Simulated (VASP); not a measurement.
# CoSi2 (Fm-3m) in VASP: further runs

CoSi2 is run at these levels: PBE; tasks: single point.

All numbers are computed with VASP 6.6.1; they aren't measurements. Logs are shortened: lines on timing, memory, paths and dates and some standing lists are left out, and cuts for length are marked.

**1. The cell of the first run**

The structure is cubic, space group Fm-3m (No. 225). Conventional cell: a = 5.306 Å, b = 5.306 Å, c = 5.306 Å, α = 90.00°, β = 90.00°, γ = 90.00°. Co (site symmetry m-3m) has 8 Si at 2.30 Å within 3.0 Å. Within 3.0 Å of Si (site symmetry -43m) lie 4 Co at 2.30 Å and 6 Si at 2.65 Å.

**2. Single point, PBE (12.45 Å³/atom)**

INCAR reads:

```
PREC     = Accurate       # precision mode
ENCUT    = 520            # plane-wave cutoff, eV
EDIFF    = 1E-6           # SCF threshold, eV
ISMEAR   = 0              # smearing method
SIGMA    = 0.1            # smearing width, eV
LREAL    = F              # projectors in reciprocal space
LASPH    = T              # aspherical terms in the spheres
NELM     = 60             # most SCF steps
ALGO     = Normal         # electronic algorithm
ISIF     = 2              # what is computed and relaxed
LWAVE    = F              # write WAVECAR
LCHARG   = T              # write CHGCAR
GGA      = PE             # functional
LELF     = T              # ELF
LVHAR    = T            
NBANDS   = 16             # bands
```

KPOINTS reads:

```
regular mesh
0
Gamma
  14 14 14
```

POSCAR reads:

```
CoSi2
1.0
    0.0000000000      2.6528501648      2.6528501648
    2.6528501648      0.0000000000      2.6528501648
    2.6528501648      2.6528501648      0.0000000000
Co Si
1 2
Direct
    0.0000000000      0.0000000000      0.0000000000
    0.2500000000      0.2500000000      0.2500000000
    0.7500000000      0.7500000000      0.7500000000
```

Potentials or basis: VASP PAW PBE potentials, release 64 (Co, Si).

Command:

```
$ cat potpaw_PBE.64/Co/POTCAR potpaw_PBE.64/Si/POTCAR > POTCAR
$ mpirun -np 1 vasp_std > vasp.out
```

OUTCAR:

```text
PREC = Accurate
   ENCUT = 520
   EDIFF = 1E-6
   ISMEAR = 0
   LREAL = F
   LASPH = T
   NELM = 60
   ISIF = 2
   GGA = PE

 ion  position               nearest neighbor table
   1  0.000  0.000  0.000-   3 2.30   3 2.30   3 2.30   2 2.30   2 2.30   2 2.30   3 2.30   2 2.30

   2  0.250  0.250  0.250-   1 2.30   1 2.30   1 2.30   1 2.30   3 2.65   3 2.65   3 2.65   3 2.65
                             3 2.65   3 2.65
   3  0.750  0.750  0.750-   1 2.30   1 2.30   1 2.30   1 2.30   2 2.65   2 2.65   2 2.65   2 2.65
                             2 2.65   2 2.65

  LATTYP: Found a face centered cubic cell.
 ALAT       =     5.3057003296

  Lattice vectors:

 A1 = (   0.0000000000,   2.6528501648,   2.6528501648)
 A2 = (   2.6528501648,   0.0000000000,   2.6528501648)
 A3 = (   2.6528501648,   2.6528501648,   0.0000000000)

Analysis of symmetry for initial positions (statically):
=====================================================================
 Subroutine PRICEL returns:
 Original cell was already a primitive cell.

 Routine SETGRP: Setting up the symmetry group for a
 face centered cubic supercell.

 Subroutine GETGRP returns: Found 48 space group operations
 (whereof 48 operations were pure point group operations)
 out of a pool of 48 trial point group operations.

The static configuration has the point symmetry O_h .

Analysis of symmetry for dynamics (positions and initial velocities):
=====================================================================
 Subroutine PRICEL returns:
 Original cell was already a primitive cell.

 Routine SETGRP: Setting up the symmetry group for a
 face centered cubic supercell.

 Subroutine GETGRP returns: Found 48 space group operations
 (whereof 48 operations were pure point group operations)
 out of a pool of 48 trial point group operations.

The dynamic configuration has the point symmetry O_h .

 Subroutine INISYM returns: Found 48 space group operations
 (whereof 48 operations are pure point group operations),
 and found     1 'primitive' translations

----------------------------------------------------------------------------------------

                                     Primitive cell

  volume of cell :      37.3395

  direct lattice vectors                    reciprocal lattice vectors
     0.000000000  2.652850165  2.652850165    -0.188476532  0.188476532  0.188476532
     2.652850165  0.000000000  2.652850165     0.188476532 -0.188476532  0.188476532
     2.652850165  2.652850165  0.000000000     0.188476532  0.188476532 -0.188476532

  length of vectors
     3.751696682  3.751696682  3.751696682     0.326450930  0.326450930  0.326450930

  position of ions in fractional coordinates (direct lattice)
     0.000000000  0.000000000  0.000000000
     0.250000000  0.250000000  0.250000000
     0.750000000  0.750000000  0.750000000

  ion indices of the primitive-cell ions
   primitive index   ion index
                 1           1
                 2           2
                 3           3

----------------------------------------------------------------------------------------

 KPOINTS: regular mesh

Automatic generation of k-mesh.
 Grid dimensions read from file:
 generate k-points for:   14   14   14

 Generating k-lattice:

  Cartesian coordinates                     Fractional coordinates (reciprocal lattice)
    -0.013462609  0.013462609  0.013462609     0.071428571  0.000000000  0.000000000
     0.013462609 -0.013462609  0.013462609     0.000000000  0.071428571  0.000000000
     0.013462609  0.013462609 -0.013462609     0.000000000  0.000000000  0.071428571

  Length of vectors
     0.023317924  0.023317924  0.023317924

  Shift w.r.t. Gamma in fractional coordinates (k-lattice)
     0.000000000  0.000000000  0.000000000

 Subroutine IBZKPT returns following result:
 ===========================================

 Found    104 irreducible k-points:

 Following reciprocal coordinates:
            Coordinates               Weight
  0.000000  0.000000  0.000000      1.000000
  0.071429  0.000000  0.000000      8.000000
  0.142857  0.000000  0.000000      8.000000
  0.214286  0.000000  0.000000      8.000000
  0.285714  0.000000  0.000000      8.000000
  0.357143  0.000000  0.000000      8.000000
[... 16 lines left out ...]
  0.214286  0.142857  0.000000     24.000000
  0.285714  0.142857  0.000000     24.000000
 [... further k-points ...]
   k-points           NKPTS =    104   k-points in BZ     NKDIM =    104   number of bands    NBANDS=     16
   number of dos      NEDOS =    301   number of ions     NIONS =      3
   total plane-waves  NPLWV =  21952
   dimension x,y,z NGX =    28 NGY =   28 NGZ =   28
   dimension x,y,z NGXF=    56 NGYF=   56 NGZF=   56
   ions per type =               1   2
   NGX,Y,Z   is equivalent  to a cutoff of  12.41, 12.41, 12.41 a.u.
   NGXF,Y,Z  is equivalent  to a cutoff of  24.81, 24.81, 24.81 a.u.
 SYSTEM =  unknown system
   PREC   = accura    normal or accurate (medium, high low for compatibility)
   ISTART =      0    job   : 0-new  1-cont  2-samecut
   ICHARG =      2    charge: 1-file 2-atom 10-const
   ISPIN  =      1    spin polarized calculation?
   LNONCOLLINEAR =      F non collinear calculations
   LSORBIT =      F    spin-orbit coupling
   LASPH  =      T    aspherical Exc in radial PAW
   ENCUT  =  520.0 eV  38.22 Ry    6.18 a.u.   6.98  6.98  6.98*2*pi/ulx,y,z
   NELM   =     60;   NELMIN=  2; NELMDL= -5     # of ELM steps
   EDIFF  = 0.1E-05   stopping-criterion for ELM
   LREAL  =      F    real-space projection
   EDIFFG = 0.1E-04   stopping-criterion for IOM
   NSW    =      0    number of steps for IOM
   IBRION =     -1    ionic relax: 0-MD 1-quasi-New 2-CG
   NFREE  =      0    steps in history (QN), initial steepest desc. (CG)
   ISIF   =      2    stress and relaxation
   ISYM   =      2    0-nonsym 1-usesym 2-fastsym
   POTIM  = 0.5000    time-step for ionic-motion
   TEBEG  =    0.0;   TEEND  =   0.0 temperature during run
   PSTRESS=    0.0 pullay stress
   NELECT =      17.0000    total number of electrons
   NUPDOWN=      -1.0000    fix difference up-down
   EMIN   =  10.00;   EMAX   =-10.00  energy-range for DOS
   EFERMI =   0.00;   METHOD = LEGACY
   ISMEAR =     0;   SIGMA  =   0.10  broadening in eV -4-tet -1-fermi 0-gaus
   EFERMI_NEDOS =   21; number of points for ismear=-14 and -15
   IALGO  =     38    algorithm
   IMIX   =      4    mixing-type and parameters
     AMIX     =   0.40;   BMIX     =  1.00
     AMIX_MAG =   1.60;   BMIX_MAG =  1.00
  volume/ion in A,a.u.               =      12.45        83.99
  Fermi-wavevector in a.u.,A,eV,Ry     =   1.259414  2.379947 21.580512  1.586123
  Thomas-Fermi vector in A             =   2.392975
   LORBIT       =      0    0 simple, 1 ext, 2 COOP (PROOUT), +10 PAW based schemes
   GGA     = PE    functional components
   LHFCALC =     F    Hartree Fock is set to
   AEXX    =    0.0000 exact exchange contribution
   IVDW    =     0    specifies the selected vdW correction
   LEPSILON=     F    determine dielectric tensor
   LRPA    =     F    only Hartree local field effects (RPA)
 non-spin polarized calculation
 Gauss-broadening in eV      SIGMA  =   0.10
  energy-cutoff  :      520.00
  volume of cell :       37.34
 maximum number of plane-waves:      1020
   NGX = 13   NGY = 13   NGZ = 13

 number of electron      17.0000006 magnetization

 Free energy of the ion-electron system (eV)
  ---------------------------------------------------
  ext. energy  EPLUGINS =         0.00000000
  ---------------------------------------------------
  free energy    TOTEN  =       -19.27797770 eV

  energy without entropy =      -19.27292005  energy(sigma->0) =      -19.27544887

 E-fermi :  10.4922     XC(G=0): -11.8771

 val. band max:       10.4920307592   @ k =   0.4286   0.2143   0.0714
 cond. band min:      10.5024615017   @ k =   0.3571   0.0714   0.0000
 fundamental gap:      0.0104307425
 Fermi energy:        10.4921538779

 k-point     1 :       0.0000    0.0000    0.0000
  band No.  band energies     occupation
      1      -2.8665      2.00000
      2       6.2733      2.00000
      3       6.2733      2.00000
      4       6.2733      2.00000
      5       8.4770      2.00000
      6       8.4770      2.00000
[... 8 lines left out ...]
     15      16.2708      0.00000
     16      16.2708      0.00000

 k-point     2 :       0.0714    0.0000    0.0000
  band No.  band energies     occupation
      1      -2.7873      2.00000
      2       6.0857      2.00000
      3       6.3018      2.00000
      4       6.3018      2.00000
      5       8.4524      2.00000
      6       8.4524      2.00000
[... 8 lines left out ...]
     15      15.9767      0.00000
     16      16.1240      0.00000

 k-point     3 :       0.1429    0.0000    0.0000
  band No.  band energies     occupation
      1      -2.5508      2.00000
      2       5.5678      2.00000
      3       6.3819      2.00000
      4       6.3819      2.00000
      5       8.3936      2.00000
      6       8.3936      2.00000
[... 8 lines left out ...]
     15      15.8758      0.00000
     16      16.5510      0.00000

 k-point     4 :       0.2143    0.0000    0.0000
  band No.  band energies     occupation
      1      -2.1602      2.00000
      2       4.8051      2.00000
      3       6.4966      2.00000
      4       6.4966      2.00000
      5       8.3406      2.00000
      6       8.3406      2.00000
[... 8 lines left out ...]
     15      16.7026      0.00000
     16      17.6395      0.00000

 k-point     5 :       0.2857    0.0000    0.0000
  band No.  band energies     occupation
      1      -1.6220      2.00000
      2       3.8773      2.00000
      3       6.6160      2.00000
      4       6.6160      2.00000
      5       8.3470      2.00000
      6       8.3470      2.00000
[... 8 lines left out ...]
     15      17.7793      0.00000
     16      18.6796      0.00000

 k-point     6 :       0.3571    0.0000    0.0000
  band No.  band energies     occupation
      1      -0.9468      2.00000
      2       2.8624      2.00000
      3       6.7066      2.00000
      4       6.7066      2.00000
      5       8.4559      2.00000
      6       8.4559      2.00000
[... 8 lines left out ...]
     15      18.9772      0.00000
     16      19.7815      0.00000
[... 267 lines left out ...]
 k-point    21 :      -0.0714    0.0714    0.0000
  band No.  band energies     occupation
      1      -2.6557      2.00000
      2       5.8351      2.00000
      3       6.2716      2.00000
      4       6.3827      2.00000
      5       8.3526      2.00000
      6       8.4753      2.00000
[... 8 lines left out ...]
     15      16.1853      0.00000
     16      16.5245      0.00000

 k-point    22 :       0.1429    0.1429    0.0000
  band No.  band energies     occupation
      1      -2.4455      2.00000
      2       5.6594      2.00000
      3       6.2983      2.00000
      4       6.2983      2.00000
      5       8.0627      2.00000
      6       8.5847      2.00000
[... 8 lines left out ...]
     15      17.0214      0.00000
     16      17.0214      0.00000

 k-point    23 :       0.2143    0.1429    0.0000
  band No.  band energies     occupation
      1      -2.1589      2.00000
      2       5.2293      2.00000
      3       6.3381      2.00000
      4       6.3784      2.00000
      5       7.8348      2.00000
      6       8.6241      2.00000
[... 8 lines left out ...]
     15      17.9084      0.00000
     16      18.0410      0.00000

 k-point    24 :       0.2857    0.1429    0.0000
  band No.  band energies     occupation
      1      -1.7212      2.00000
      2       4.5345      2.00000
      3       6.4181      2.00000
      4       6.4917      2.00000
      5       7.6376      2.00000
      6       8.6641      2.00000
[... 8 lines left out ...]
     15      18.9255      0.00000
     16      19.2207      0.00000

 [... further k-points ...]

------------------------ aborting loop because EDIFF is reached ----------------------------------------

  FORCE on cell =-STRESS in cart. coord.  units (eV):
  Direction    XX          YY          ZZ          XY          YZ          ZX
  --------------------------------------------------------------------------------------
  -------------------------------------------------------------------------------------
  Total        1.3301433      1.3301433      1.3301433      0.0000000      0.0000000      0.0000000
  in kB       57.0743340     57.0743340     57.0743340      0.0000000      0.0000000      0.0000000
  external PRESSURE =      57.0743340 kB  Pullay stress =       0.0000000 kB

 VOLUME and BASIS-vectors are now :
 -----------------------------------------------------------------------------
  energy-cutoff  :      520.00
  volume of cell :       37.34
      direct lattice vectors                 reciprocal lattice vectors
     0.000000000  2.652850165  2.652850165    -0.188476532  0.188476532  0.188476532
     2.652850165  0.000000000  2.652850165     0.188476532 -0.188476532  0.188476532
     2.652850165  2.652850165  0.000000000     0.188476532  0.188476532 -0.188476532

 POSITION                                       TOTAL-FORCE (eV/Angst)
 -----------------------------------------------------------------------------------
      0.00000      0.00000      0.00000         0.000000      0.000000     -0.000000
      1.32643      1.32643      1.32643        -0.000000     -0.000000     -0.000000
      3.97928      3.97928      3.97928        -0.000000      0.000000      0.000000
 -----------------------------------------------------------------------------------
    total drift:                               -0.000000     -0.000000      0.000000

  FREE ENERGIE OF THE ION-ELECTRON SYSTEM (eV)
  ---------------------------------------------------
  free  energy   TOTEN  =       -19.2779777042 eV

  energy  without entropy=      -19.2729200456  energy(sigma->0) =      -19.27544887
```

Wall time 31 s (1 thread of Intel Xeon Platinum 8559C (Emerald Rapids), shared host); peak memory 0.19 GiB.

Results:

* Free energy: -19.2780 eV
* Pressure: 5.7 GPa
* Band gap on the k mesh: zero (an odd number of electrons rules out a gap without spin polarisation)

Caveat: the cell stands under pressure; the run has no spin polarisation, though such a crystal can be magnetic. Spin polarisation is off, so any magnetic state and its effect on volume and gap are missing.

**3. Single point, PBE**

This run uses another cell than the first one, of 12.83 Å³/atom.

INCAR reads:

```
SYSTEM = CoSi2
ALGO     = Normal         ! electronic algorithm
EDIFF    = 1E-6           ! SCF threshold, eV
ENCUT    = 520            ! plane-wave cutoff, eV
GGA      = PE             ! functional
ISIF     = 2              ! what is computed and relaxed
ISMEAR   = 0              ! smearing method
LASPH    = .True.         ! aspherical terms in the spheres
LCHARG   = .False.        ! write CHGCAR
LREAL    = .False.        ! projectors in reciprocal space
LWAVE    = .False.        ! write WAVECAR
NBANDS   = 16             ! bands
NELM     = 80             ! most SCF steps
PREC     = Accurate       ! precision mode
SIGMA    = 0.1            ! smearing width, eV
```

KPOINTS reads:

```
k-points
0
Gamma
  14 14 14
  0 0 0
```

POSCAR reads:

```
CoSi2
1.0
    0.0000000000      2.6799219342      2.6799219342
    2.6799219342      0.0000000000      2.6799219342
    2.6799219342      2.6799219342      0.0000000000
Co Si
1 2
Direct
    0.0000000000      0.0000000000      0.0000000000
    0.2500000000      0.2500000000      0.2500000000
    0.7500000000      0.7500000000      0.7500000000
```

Potentials or basis: VASP PAW PBE potentials, release 64 (Co, Si).

Command:

```
$ cat potpaw_PBE.64/Co/POTCAR potpaw_PBE.64/Si/POTCAR > POTCAR
$ mpirun -np 1 vasp_std > vasp.out
```

Run time: 46 s. Hardware: 1 thread of Intel Xeon Platinum 8559C (Emerald Rapids), shared host; peak memory 0.19 GiB.

It converged, with:

* Free energy: -19.2974 eV
* Pressure: -0.2 GPa
* Band gap on the k mesh: zero (an odd number of electrons rules out a gap without spin polarisation)

Levels at points of the mesh, in eV from the Fermi level:
```
           k point  band 5  band 6  band 7  band 8  band 9  band 10  band 11  band 12  band 13  band 14
(0.00, 0.00, 0.00)   -1.91   -1.91    0.72    3.39    3.39     3.39     3.44     3.44     3.44     5.65
(0.50, 0.00, 0.00)   -2.18   -1.63   -1.63   -0.48   -0.48     2.67     3.39     3.39     4.32    10.34
(0.50, 0.50, 0.00)   -3.66   -1.96   -1.96   -1.92   -1.34     1.55     2.91     8.54     9.55     9.55
```

Caveat: the run has no spin polarisation, though such a crystal can be magnetic.

(Continued in part 2 of 2.)
